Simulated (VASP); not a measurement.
# Ge (P6_3/mmc) in VASP: relaxation of cell and atoms with LDA

Aim: the relaxation of cell and atoms of Ge with LDA.

All numbers are computed with VASP 6.6.1; they aren't measurements. Logs are shortened: lines on timing, memory, paths and dates and some standing lists are left out, and cuts for length are marked.

### 1 The cell of the first run

The structure is hexagonal, space group P6_3/mmc (No. 194). The conventional cell has a = 2.752 Å, b = 2.752 Å, c = 4.458 Å, α = 90.00°, β = 90.00°, γ = 120.00°. Ge (site symmetry -6m2) has 12 Ge at 2.74 to 2.75 Å within 3.6 Å.

This isn't the form of Ge at room conditions, which is diamond.

### 2 Relaxation of cell and atoms, LDA, target pressure 25 GPa, at which the enthalpy is minimised

File INCAR:

```
SYSTEM = Ge
PREC = Accurate ; ENCUT = 600
EDIFF = 1E-6 ; ISMEAR = -1
SIGMA = 0.05 ; LREAL = .FALSE.
LASPH = .TRUE. ; NELM = 80
ALGO = Normal ; ISIF = 3
LWAVE = .FALSE. ; LCHARG = .FALSE.
GGA = CA ; IBRION = 2
NSW = 60 ; EDIFFG = -0.005
PSTRESS = 250.0
```

File KPOINTS:

```
regular mesh
0
G
  16 16 9
  0 0 0
```

File POSCAR:

```
Ge
1.0
    2.7519377060      0.0000000000      0.0000000000
   -1.3759688530      2.3832479630      0.0000000000
    0.0000000000      0.0000000000      4.4581390837
Ge
2
Direct
    0.3333333333      0.6666666667      0.2500000000
    0.6666666667      0.3333333333      0.7500000000
```

Potentials or basis: VASP PAW LDA potentials, release 64 (Ge_d).

On the command line:

```sh
cat potpaw_LDA.64/Ge_d/POTCAR > POTCAR
mpirun -np 1 vasp_std > vasp.out
```

OUTCAR:

```text
SYSTEM = Ge
   PREC = Accurate
   ENCUT = 600
   EDIFF = 1E-6
   ISMEAR = -1
   LREAL = .FALSE.
   LASPH = .TRUE.
   NELM = 80
   ISIF = 3
   GGA = CA
   IBRION = 2
   NSW = 60
   EDIFFG = -0.005
   PSTRESS = 250.0

 ion  position               nearest neighbor table
   1  0.333  0.667  0.250-   2 2.74   2 2.74   2 2.74   2 2.74   2 2.74   2 2.74
   2  0.667  0.333  0.750-   1 2.74   1 2.74   1 2.74   1 2.74   1 2.74   1 2.74

  LATTYP: Found a hexagonal cell.
 ALAT       =     2.7519377060
 C/A-ratio  =     1.6200000000

  Lattice vectors:

 A1 = (   2.7519377060,   0.0000000000,   0.0000000000)
 A2 = (  -1.3759688530,   2.3832479630,   0.0000000000)
 A3 = (   0.0000000000,   0.0000000000,   4.4581390837)

Analysis of symmetry for initial positions (statically):
=====================================================================
 Subroutine PRICEL returns:
 Original cell was already a primitive cell.

 Routine SETGRP: Setting up the symmetry group for a
 hexagonal supercell.

 Subroutine GETGRP returns: Found 24 space group operations
 (whereof 12 operations were pure point group operations)
 out of a pool of 24 trial point group operations.

The static configuration has the point symmetry D_3d.
 The point group associated with its full space group is D_6h.

Analysis of symmetry for dynamics (positions and initial velocities):
=====================================================================
 Subroutine PRICEL returns:
 Original cell was already a primitive cell.

 Routine SETGRP: Setting up the symmetry group for a
 hexagonal supercell.

 Subroutine GETGRP returns: Found 24 space group operations
 (whereof 12 operations were pure point group operations)
 out of a pool of 24 trial point group operations.

The dynamic configuration has the point symmetry D_3d.
 The point group associated with its full space group is D_6h.

 Subroutine INISYM returns: Found 24 space group operations
 (whereof 12 operations are pure point group operations),
 and found     1 'primitive' translations

----------------------------------------------------------------------------------------

                                     Primitive cell

  volume of cell :      29.2389

  direct lattice vectors                    reciprocal lattice vectors
     2.751937706  0.000000000  0.000000000     0.363380318  0.209797725  0.000000000
    -1.375968853  2.383247963  0.000000000     0.000000000  0.419595449  0.000000000
     0.000000000  0.000000000  4.458139084     0.000000000  0.000000000  0.224308839

  length of vectors
     2.751937706  2.751937706  4.458139084     0.419595449  0.419595449  0.224308839

  position of ions in fractional coordinates (direct lattice)
     0.333333333  0.666666667  0.250000000
     0.666666667  0.333333333  0.750000000

  ion indices of the primitive-cell ions
   primitive index   ion index
                 1           1
                 2           2

----------------------------------------------------------------------------------------

 KPOINTS: regular mesh

Automatic generation of k-mesh.
 Grid dimensions read from file:
 generate k-points for:   16   16    9

 Generating k-lattice:

  Cartesian coordinates                     Fractional coordinates (reciprocal lattice)
     0.022711270  0.013112358  0.000000000     0.062500000  0.000000000  0.000000000
     0.000000000  0.026224716  0.000000000     0.000000000  0.062500000  0.000000000
     0.000000000  0.000000000  0.024923204     0.000000000  0.000000000  0.111111111

  Length of vectors
     0.026224716  0.026224716  0.024923204

  Shift w.r.t. Gamma in fractional coordinates (k-lattice)
     0.000000000  0.000000000  0.000000000

 Subroutine IBZKPT returns following result:
 ===========================================

 Found    150 irreducible k-points:

 Following reciprocal coordinates:
            Coordinates               Weight
  0.000000  0.000000  0.000000      1.000000
  0.062500  0.000000  0.000000      6.000000
  0.125000  0.000000  0.000000      6.000000
  0.187500  0.000000  0.000000      6.000000
  0.250000  0.000000  0.000000      6.000000
  0.312500  0.000000  0.000000      6.000000
[... 16 lines left out ...]
  0.187500  0.187500  0.000000      6.000000
  0.250000  0.187500  0.000000     12.000000
 [... further k-points ...]
   k-points           NKPTS =    150   k-points in BZ     NKDIM =    150   number of bands    NBANDS=     18
   number of dos      NEDOS =    301   number of ions     NIONS =      2
   total plane-waves  NPLWV =  20736
   dimension x,y,z NGX =    24 NGY =   24 NGZ =   36
   dimension x,y,z NGXF=    48 NGYF=   48 NGZF=   72
   ions per type =               2
   NGX,Y,Z   is equivalent  to a cutoff of  14.50, 14.50, 13.42 a.u.
   NGXF,Y,Z  is equivalent  to a cutoff of  29.00, 29.00, 26.85 a.u.
 SYSTEM =  Ge
   PREC   = accura    normal or accurate (medium, high low for compatibility)
   ISTART =      0    job   : 0-new  1-cont  2-samecut
   ICHARG =      2    charge: 1-file 2-atom 10-const
   ISPIN  =      1    spin polarized calculation?
   LNONCOLLINEAR =      F non collinear calculations
   LSORBIT =      F    spin-orbit coupling
   LASPH  =      T    aspherical Exc in radial PAW
   ENCUT  =  600.0 eV  44.10 Ry    6.64 a.u.   5.50  5.50  8.90*2*pi/ulx,y,z
   NELM   =     80;   NELMIN=  2; NELMDL= -5     # of ELM steps
   EDIFF  = 0.1E-05   stopping-criterion for ELM
   LREAL  =      F    real-space projection
   EDIFFG = -.5E-02   stopping-criterion for IOM
   NSW    =     60    number of steps for IOM
   IBRION =      2    ionic relax: 0-MD 1-quasi-New 2-CG
   NFREE  =      1    steps in history (QN), initial steepest desc. (CG)
   ISIF   =      3    stress and relaxation
   ISYM   =      2    0-nonsym 1-usesym 2-fastsym
   POTIM  = 0.5000    time-step for ionic-motion
   TEBEG  =    0.0;   TEEND  =   0.0 temperature during run
   PSTRESS=  250.0 pullay stress
   NELECT =      28.0000    total number of electrons
   NUPDOWN=      -1.0000    fix difference up-down
   EMIN   =  10.00;   EMAX   =-10.00  energy-range for DOS
   EFERMI =   0.00;   METHOD = LEGACY
   ISMEAR =    -1;   SIGMA  =   0.05  broadening in eV -4-tet -1-fermi 0-gaus
   EFERMI_NEDOS =   21; number of points for ismear=-14 and -15
   IALGO  =     38    algorithm
   IMIX   =      4    mixing-type and parameters
     AMIX     =   0.40;   BMIX     =  1.00
     AMIX_MAG =   1.60;   BMIX_MAG =  1.00
  volume/ion in A,a.u.               =      14.62        98.66
  Fermi-wavevector in a.u.,A,eV,Ry     =   1.613641  3.049340 35.427374  2.603839
  Thomas-Fermi vector in A             =   2.708678
   LORBIT       =      0    0 simple, 1 ext, 2 COOP (PROOUT), +10 PAW based schemes
   GGA     = CA    functional components
   LHFCALC =     F    Hartree Fock is set to
   AEXX    =    0.0000 exact exchange contribution
   IVDW    =     0    specifies the selected vdW correction
   LEPSILON=     F    determine dielectric tensor
   LRPA    =     F    only Hartree local field effects (RPA)
 conjugate gradient relaxation of ions
 non-spin polarized calculation
  energy-cutoff  :      600.00
  volume of cell :       29.24
 maximum number of plane-waves:      1002
 NGX is ok and might be reduce to    24
   NGX = 11   NGY = 11   NGZ = 17

--------------------------------------- Ionic step        1  -------------------------------------------

 number of electron      27.9999994 magnetization

 Free energy of the ion-electron system (eV)
  ---------------------------------------------------
  ext. energy  EPLUGINS =         0.00000000
  ---------------------------------------------------
  free energy    TOTEN  =        -9.34231060 eV

  energy without entropy =       -9.33784441  energy(sigma->0) =       -9.34007751

------------------------ aborting loop because EDIFF is reached ----------------------------------------

  FORCE on cell =-STRESS in cart. coord.  units (eV):
  Direction    XX          YY          ZZ          XY          YZ          ZX
  --------------------------------------------------------------------------------------
  -------------------------------------------------------------------------------------
  Total        4.5203971      4.5203971      4.9840106      0.0000000      0.0000000     -0.0000000
  in kB      247.6998404    247.6998404    273.1040226      0.0000000      0.0000000     -0.0000000
  external PRESSURE =       6.1679011 kB  Pullay stress =     250.0000000 kB
[... 289 lines left out ...]
  enthalpy is  TOTEN    =        -4.7816986844 eV   P V=        4.5816730787

--------------------------------------- Ionic step        9  -------------------------------------------

 number of electron      27.9999990 magnetization

 Free energy of the ion-electron system (eV)
  ---------------------------------------------------
  ext. energy  EPLUGINS =         0.00000000
  ---------------------------------------------------
  free energy    TOTEN  =        -9.36313689 eV

  energy without entropy =       -9.35888844  energy(sigma->0) =       -9.36101266

 E-fermi :   9.6583     XC(G=0): -12.9129

 val. band max:        9.6396420690   @ k =   0.3125   0.1250   0.2222
 cond. band min:       9.6606719895   @ k =   0.3750   0.0000   0.2222
 fundamental gap:      0.0210299205
 Fermi energy:         9.6583187381

 k-point     1 :       0.0000    0.0000    0.0000
  band No.  band energies     occupation
      1     -15.4615      2.00000
      2     -15.4328      2.00000
      3     -15.4194      2.00000
      4     -15.4194      2.00000
      5     -15.4022      2.00000
      6     -15.4022      2.00000
[... 10 lines left out ...]
     17      20.4896      0.00000
     18      21.2660      0.00000
[... 466 lines left out ...]
      2     -15.4663      2.00000
      3     -15.4319      2.00000
      4     -15.4095      2.00000
      5     -15.3546      2.00000
      6     -15.3315      2.00000
[... 10 lines left out ...]
     17      14.3274      0.00000
     18      14.6239      0.00000

 [... further k-points ...]
[... 5 lines left out ...]
  --------------------------------------------------------------------------------------
  -------------------------------------------------------------------------------------
  Total        4.5789640      4.5789640      4.5743208      0.0000000      0.0000000      0.0000000
  in kB      249.8649537    249.8649537    249.6115799      0.0000000      0.0000000      0.0000000
  external PRESSURE =      -0.2195042 kB  Pullay stress =     250.0000000 kB
[... 17 lines left out ...]
  FREE ENERGIE OF THE ION-ELECTRON SYSTEM (eV)
  ---------------------------------------------------
  free  energy   TOTEN  =        -9.3631368859 eV

  energy  without entropy=       -9.3588884362  energy(sigma->0) =       -9.36101266

  enthalpy is  TOTEN    =        -4.7816980372 eV   P V=        4.5814388487

 reached required accuracy - stopping structural energy minimisation
```

Run time: 4.7 min. Hardware: 1 thread of Intel Xeon 8259CL, shared host; peak memory 0.2 GiB.

Results:

| Item | Value |
| --- | --- |
| Free energy | -9.3631 eV |
| Relaxed volume | 14.68 Å³/atom |
| Relaxed cell | a = 2.747 Å, b = 2.747 Å, c = 4.493 Å, α = 90.00°, β = 90.00°, γ = 120.00° |
| Space group after relaxing (to 0.1 Å) | P6_3/mmc (No. 194) |
| Energy change on relaxing (the run minimises the enthalpy) | -10.4 meV/atom |
| Ionic steps | 9 |
| Pressure after relaxing | 25.0 GPa |
| Band gap on the k mesh | zero (bands 14 and 15 overlap by 12.05 eV) |

Step by step:
```csv
step,energy change (eV),largest force (eV/Å),pressure (GPa),volume (Å³)
1,0.0000,0.0000,25.62,29.24
2,-0.0386,0.0000,24.37,29.48
3,-0.0298,0.0000,24.67,29.42
4,-0.0135,0.0000,25.69,29.31
5,-0.0214,0.0000,24.81,29.36
6,-0.0201,0.0000,25.08,29.36
7,-0.0206,0.0000,25.03,29.36
8,-0.0211,0.0000,24.84,29.36
9,-0.0208,0.0000,24.98,29.36
```

Final structure:
```
Ge
1.0
     2.74686    0.00000    0.00000
    -1.37343    2.37885    0.00000
     0.00000    0.00000    4.49334
Ge
2
Direct
  0.33333 0.66667 0.25000
  0.66667 0.33333 0.75000
```

Caveat: the cell is relaxed towards a set pressure, so the run minimises the enthalpy, not the energy.
